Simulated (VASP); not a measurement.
# MoS2 (P-1) in VASP: single point with LDA

Aim: the single point of MoS2 with LDA.

All numbers are computed with VASP 6.6.1; they aren't measurements. Logs are shortened: lines on timing, memory, paths and dates and some standing lists are left out, and cuts for length are marked.

## Step 1: The cell of the first run

The typed cell holds 6 atoms: a = 3.162 Å, b = 3.120 Å, c = 12.298 Å, α = 89.36°, β = 88.27°, γ = 118.70°.

## Step 2: Single point, LDA (equal xy, yz and zx shear strains of +3 %)

INCAR

```
  PREC = Accurate
  ENCUT = 520
  EDIFF = 1E-6
  ISMEAR = -1
  SIGMA = 0.03
  LREAL = F
  LASPH = T
  NELM = 80
  ALGO = Normal
  ISIF = 2
  LWAVE = F
  LCHARG = F
  NBANDS = 35
```

KPOINTS

```
regular mesh
0
Gamma
  10 10 3
```

POSCAR

```
MoS2
1.0
    3.1610016016      0.0474150240      0.0474150240
   -1.5394381855      2.7138001764      0.0173551033
    0.1844250000      0.1844250000     12.2950000000
Mo S
2 4
Direct
    0.3333333333      0.6666666667      0.2500000000
    0.6666666667      0.3333333333      0.7500000000
    0.3333333333      0.6666666667      0.6275000000
    0.6666666667      0.3333333333      0.1275000000
    0.3333333333      0.6666666667      0.8725000000
    0.6666666667      0.3333333333      0.3725000000
```

Potentials or basis: VASP PAW LDA potentials, release 64 (Mo_sv, S).

Command:

```console
cat potpaw_LDA.64/Mo_sv/POTCAR potpaw_LDA.64/S/POTCAR > POTCAR
mpirun -np 1 vasp_std > vasp.out
```

OUTCAR:

```text
PREC = Accurate
   ENCUT = 520
   EDIFF = 1E-6
   ISMEAR = -1
   LREAL = F
   LASPH = T
   NELM = 80
   ISIF = 2

 ion  position               nearest neighbor table
   1  0.333  0.667  0.250-   4 2.33   4 2.34   6 2.34   6 2.36   6 2.40   4 2.43
   2  0.667  0.333  0.750-   5 2.33   5 2.34   3 2.34   3 2.36   3 2.40   5 2.43
   3  0.333  0.667  0.627-   2 2.34   2 2.36   2 2.40
   4  0.667  0.333  0.127-   1 2.33   1 2.34   1 2.43
   5  0.333  0.667  0.873-   2 2.33   2 2.34   2 2.43
   6  0.667  0.333  0.373-   1 2.34   1 2.36   1 2.40

  LATTYP: Found a triclinic cell.
 ALAT       =     5.4762471167
 B/A-ratio  =     0.5697473580
 C/A-ratio  =     2.2456557934
 COS(alpha) =     0.0112057054
 COS(beta)  =     0.0302114049
 COS(gamma) =     0.8622746762

  Lattice vectors:

 A1 = (   0.0821252306,   5.4750153768,   0.0821252306)
 A2 = (  -1.5394381855,   2.7138001764,   0.0173551033)
 A3 = (   0.1844250000,   0.1844250000,  12.2950000000)

Analysis of symmetry for initial positions (statically):
=====================================================================
 Subroutine PRICEL returns:
 Original cell was already a primitive cell.

 Routine SETGRP: Setting up the symmetry group for a
 triclinic supercell.

 Subroutine GETGRP returns: Found  2 space group operations
 (whereof  2 operations were pure point group operations)
 out of a pool of  2 trial point group operations.

The static configuration has the point symmetry S_2 .

Analysis of symmetry for dynamics (positions and initial velocities):
=====================================================================
 Subroutine PRICEL returns:
 Original cell was already a primitive cell.

 Routine SETGRP: Setting up the symmetry group for a
 triclinic supercell.

 Subroutine GETGRP returns: Found  2 space group operations
 (whereof  2 operations were pure point group operations)
 out of a pool of  2 trial point group operations.

The dynamic configuration has the point symmetry S_2 .

 Subroutine INISYM returns: Found  2 space group operations
 (whereof  2 operations are pure point group operations),
 and found     1 'primitive' translations

----------------------------------------------------------------------------------------

                                     Primitive cell

  volume of cell :     106.3208

  direct lattice vectors                    reciprocal lattice vectors
     3.161001602  0.047415024  0.047415024     0.313795315  0.178051625 -0.007377704
    -1.539438185  2.713800176  0.017355103    -0.005400854  0.365457803 -0.005400854
     0.184425000  0.184425000 12.295000000    -0.001202512 -0.001202512  0.081369951

  length of vectors
     3.161712747  3.120077327 12.297766064     0.360866057  0.365537610  0.081387720

  position of ions in fractional coordinates (direct lattice)
     0.333333333  0.666666667  0.250000000
     0.666666667  0.333333333  0.750000000
     0.333333333  0.666666667  0.627500000
     0.666666667  0.333333333  0.127500000
     0.333333333  0.666666667  0.872500000
     0.666666667  0.333333333  0.372500000

  ion indices of the primitive-cell ions
   primitive index   ion index
                 1           1
                 2           2
                 3           3
                 4           4
                 5           5
                 6           6

----------------------------------------------------------------------------------------

 KPOINTS: regular mesh

Automatic generation of k-mesh.
 Grid dimensions read from file:
 generate k-points for:   10   10    3

 Generating k-lattice:

  Cartesian coordinates                     Fractional coordinates (reciprocal lattice)
     0.031379531  0.017805162 -0.000737770     0.100000000 -0.000000000  0.000000000
    -0.000540085  0.036545780 -0.000540085    -0.000000000  0.100000000 -0.000000000
    -0.000400837 -0.000400837  0.027123317     0.000000000 -0.000000000  0.333333333

  Length of vectors
     0.036086606  0.036553761  0.027129240

  Shift w.r.t. Gamma in fractional coordinates (k-lattice)
     0.000000000  0.000000000  0.000000000

 Subroutine IBZKPT returns following result:
 ===========================================

 Found    152 irreducible k-points:

 Following reciprocal coordinates:
            Coordinates               Weight
  0.000000  0.000000  0.000000      1.000000
  0.100000  0.000000  0.000000      2.000000
  0.200000  0.000000  0.000000      2.000000
  0.300000  0.000000  0.000000      2.000000
  0.400000  0.000000  0.000000      2.000000
  0.500000  0.000000  0.000000      1.000000
[... 16 lines left out ...]
 -0.400000  0.200000 -0.000000      2.000000
 -0.300000  0.200000  0.000000      2.000000
 [... further k-points ...]
   k-points           NKPTS =    152   k-points in BZ     NKDIM =    152   number of bands    NBANDS=     35
   number of dos      NEDOS =    301   number of ions     NIONS =      6
   total plane-waves  NPLWV =  55296
   dimension x,y,z NGX =    24 NGY =   24 NGZ =   96
   dimension x,y,z NGXF=    48 NGYF=   48 NGZF=  192
   ions per type =               2   4
   NGX,Y,Z   is equivalent  to a cutoff of  12.62, 12.79, 12.98 a.u.
   NGXF,Y,Z  is equivalent  to a cutoff of  25.24, 25.58, 25.96 a.u.
 SYSTEM =  unknown system
   PREC   = accura    normal or accurate (medium, high low for compatibility)
   ISTART =      0    job   : 0-new  1-cont  2-samecut
   ICHARG =      2    charge: 1-file 2-atom 10-const
   ISPIN  =      1    spin polarized calculation?
   LNONCOLLINEAR =      F non collinear calculations
   LSORBIT =      F    spin-orbit coupling
   LASPH  =      T    aspherical Exc in radial PAW
   ENCUT  =  520.0 eV  38.22 Ry    6.18 a.u.   5.88  5.80 22.87*2*pi/ulx,y,z
   NELM   =     80;   NELMIN=  2; NELMDL= -5     # of ELM steps
   EDIFF  = 0.1E-05   stopping-criterion for ELM
   LREAL  =      F    real-space projection
   EDIFFG = 0.1E-04   stopping-criterion for IOM
   NSW    =      0    number of steps for IOM
   IBRION =     -1    ionic relax: 0-MD 1-quasi-New 2-CG
   NFREE  =      0    steps in history (QN), initial steepest desc. (CG)
   ISIF   =      2    stress and relaxation
   ISYM   =      2    0-nonsym 1-usesym 2-fastsym
   POTIM  = 0.5000    time-step for ionic-motion
   TEBEG  =    0.0;   TEEND  =   0.0 temperature during run
   PSTRESS=    0.0 pullay stress
   NELECT =      52.0000    total number of electrons
   NUPDOWN=      -1.0000    fix difference up-down
   EMIN   =  10.00;   EMAX   =-10.00  energy-range for DOS
   EFERMI =   0.00;   METHOD = LEGACY
   ISMEAR =    -1;   SIGMA  =   0.03  broadening in eV -4-tet -1-fermi 0-gaus
   EFERMI_NEDOS =   21; number of points for ismear=-14 and -15
   IALGO  =     38    algorithm
   IMIX   =      4    mixing-type and parameters
     AMIX     =   0.40;   BMIX     =  1.00
     AMIX_MAG =   1.60;   BMIX_MAG =  1.00
  volume/ion in A,a.u.               =      17.72       119.58
  Fermi-wavevector in a.u.,A,eV,Ry     =   1.289842  2.437448 22.635909  1.663692
  Thomas-Fermi vector in A             =   2.421710
   LORBIT       =      0    0 simple, 1 ext, 2 COOP (PROOUT), +10 PAW based schemes
   GGA     = CA    functional components
   LHFCALC =     F    Hartree Fock is set to
   AEXX    =    0.0000 exact exchange contribution
   IVDW    =     0    specifies the selected vdW correction
   LEPSILON=     F    determine dielectric tensor
   LRPA    =     F    only Hartree local field effects (RPA)
 non-spin polarized calculation
  energy-cutoff  :      520.00
  volume of cell :      106.32
 maximum number of plane-waves:      2894
   NGX = 11   NGY = 11   NGZ = 45

 number of electron      52.0000000 magnetization

 Free energy of the ion-electron system (eV)
  ---------------------------------------------------
  ext. energy  EPLUGINS =         0.00000000
  ---------------------------------------------------
  free energy    TOTEN  =       -48.75593713 eV

  energy without entropy =      -48.75593710  energy(sigma->0) =      -48.75593711

 E-fermi :   7.9790     XC(G=0): -11.0918

 val. band max:        7.6176617649   @ k =   0.0000   0.0000   0.0000
 cond. band min:       8.4078192756   @ k =   0.3000   0.3000   0.0000
 fundamental gap:      0.7901575107
 Fermi energy:         7.9789559879

 k-point     1 :       0.0000    0.0000    0.0000
  band No.  band energies     occupation
      1     -53.6963      2.00000
      2     -53.6963      2.00000
      3     -28.0778      2.00000
      4     -28.0777      2.00000
      5     -27.8654      2.00000
      6     -27.8654      2.00000
[... 27 lines left out ...]
     34      10.2247      0.00000
     35      12.9399      0.00000

 k-point     2 :       0.1000    0.0000    0.0000
  band No.  band energies     occupation
      1     -53.6925      2.00000
      2     -53.6925      2.00000
      3     -28.0702      2.00000
      4     -28.0701      2.00000
      5     -27.9038      2.00000
      6     -27.9038      2.00000
[... 27 lines left out ...]
     34      10.1501      0.00000
     35      13.5602      0.00000

 k-point     3 :       0.2000    0.0000    0.0000
  band No.  band energies     occupation
      1     -53.6824      2.00000
      2     -53.6824      2.00000
      3     -28.0522      2.00000
      4     -28.0521      2.00000
      5     -28.0036      2.00000
      6     -28.0036      2.00000
[... 27 lines left out ...]
     34      10.6217      0.00000
     35      14.7759      0.00000

 k-point     4 :       0.3000    0.0000    0.0000
  band No.  band energies     occupation
      1     -53.6699      2.00000
      2     -53.6699      2.00000
      3     -28.1335      2.00000
      4     -28.1335      2.00000
      5     -28.0219      2.00000
      6     -28.0218      2.00000
[... 27 lines left out ...]
     34      11.1828      0.00000
     35      14.5475      0.00000

 k-point     5 :       0.4000    0.0000    0.0000
  band No.  band energies     occupation
      1     -53.6598      2.00000
      2     -53.6598      2.00000
      3     -28.2323      2.00000
      4     -28.2323      2.00000
      5     -28.0019      2.00000
      6     -28.0019      2.00000
[... 638 lines left out ...]
 k-point    22 :       0.5000    0.2000    0.0000
  band No.  band energies     occupation
      1     -53.6534      2.00000
      2     -53.6534      2.00000
      3     -28.2057      2.00000
      4     -28.2057      2.00000
      5     -28.0001      2.00000
      6     -28.0001      2.00000
[... 27 lines left out ...]
     34      11.9556      0.00000
     35      13.8321      0.00000

 k-point    23 :      -0.4000    0.2000   -0.0000
  band No.  band energies     occupation
      1     -53.6613      2.00000
      2     -53.6613      2.00000
      3     -28.1490      2.00000
      4     -28.1490      2.00000
      5     -28.0077      2.00000
      6     -28.0077      2.00000
[... 27 lines left out ...]
     34      11.7752      0.00000
     35      15.1185      0.00000

 k-point    24 :      -0.3000    0.2000    0.0000
  band No.  band energies     occupation
      1     -53.6714      2.00000
      2     -53.6714      2.00000
      3     -28.0660      2.00000
      4     -28.0660      2.00000
      5     -28.0270      2.00000
      6     -28.0270      2.00000
[... 27 lines left out ...]
     34      11.1498      0.00000
     35      15.2585      0.00000

 [... further k-points ...]

------------------------ aborting loop because EDIFF is reached ----------------------------------------

  FORCE on cell =-STRESS in cart. coord.  units (eV):
  Direction    XX          YY          ZZ          XY          YZ          ZX
  --------------------------------------------------------------------------------------
  -------------------------------------------------------------------------------------
  Total       -0.4403929     -0.3879862      4.0821313     -1.6821071     -2.9216626     -2.9244068
  in kB       -6.6364007     -5.8466699     61.5147513    -25.3481307    -44.0273312    -44.0686841
  external PRESSURE =      16.3438936 kB  Pullay stress =       0.0000000 kB

 VOLUME and BASIS-vectors are now :
 -----------------------------------------------------------------------------
  energy-cutoff  :      520.00
  volume of cell :      106.32
      direct lattice vectors                 reciprocal lattice vectors
     3.161001602  0.047415024  0.047415024     0.313795315  0.178051625 -0.007377704
    -1.539438185  2.713800176  0.017355103    -0.005400854  0.365457803 -0.005400854
     0.184425000  0.184425000 12.295000000    -0.001202512 -0.001202512  0.081369951

 POSITION                                       TOTAL-FORCE (eV/Angst)
 -----------------------------------------------------------------------------------
      0.07348      1.87111      3.10113        -0.184755      0.012713      0.069486
      1.73251      1.07453      9.25865         0.184755     -0.012713     -0.069486
      0.14310      1.94073      7.74249         0.366644      0.464274     -0.780201
      1.61770      0.95972      1.60501         0.549717      0.451404     -0.850818
      0.18829      1.98592     10.75476        -0.549717     -0.451404      0.850818
      1.66289      1.00491      4.61728        -0.366644     -0.464274      0.780201
 -----------------------------------------------------------------------------------
    total drift:                                0.000000      0.000000     -0.000000

  FREE ENERGIE OF THE ION-ELECTRON SYSTEM (eV)
  ---------------------------------------------------
  free  energy   TOTEN  =       -48.7559371306 eV

  energy  without entropy=      -48.7559370951  energy(sigma->0) =      -48.75593711
```

Run time: 9.8 min. Hardware: 1 thread of Intel Xeon 8259CL, shared host; peak memory 0.47 GiB.

What came out:

```yaml
Free_energy: -48.7559 eV
Pressure: 1.6 GPa
Largest_force: 1.109 eV/Å
Band_gap_on_the_k_mesh: 0.79 eV (least direct gap 1.77 eV)
```

Forces in eV/Å, atoms in the order of the input:
```
Mo  -0.185  0.013  0.069
Mo   0.185 -0.013 -0.069
S    0.367  0.464 -0.780
S    0.550  0.451 -0.851
S   -0.550 -0.451  0.851
S   -0.367 -0.464  0.780
```

Stress tensor (GPa, compression positive):
```
-0.66 -2.53 -4.41
-2.53 -0.58 -4.40
-4.41 -4.40  6.15
```

Levels at points of the mesh, in eV from the valence-band top:
| k point | band 22 | band 23 | band 24 | band 25 | band 26 | band 27 | band 28 | band 29 | band 30 | band 31 |
| --- | --- | --- | --- | --- | --- | --- | --- | --- | --- | --- |
| (0.00, 0.00, 0.00) | -2.56 | -2.53 | -1.29 | -1.18 | 0.00 | 1.77 | 1.80 | 2.03 | 2.08 | 2.26 |
| (0.50, 0.00, 0.00) | -2.65 | -1.87 | -1.72 | -1.66 | -1.48 | 1.35 | 1.40 | 1.84 | 2.02 | 2.82 |
| (0.00, 0.50, 0.00) | -2.57 | -2.02 | -1.87 | -1.59 | -1.43 | 1.32 | 1.35 | 1.90 | 2.10 | 2.79 |
| (0.50, 0.50, 0.00) | -2.50 | -2.17 | -2.02 | -1.53 | -1.39 | 1.36 | 1.40 | 1.88 | 2.12 | 2.77 |

Caveat: the cell differs from its parent crystal (equal xy, yz and zx shear strains of +3 %); the stress differs along the axes, from -1 to 6 GPa; forces of over 1 eV/Å act on the atoms, so gaps and moduli don't describe the material at rest. A k mesh can miss the band edges.
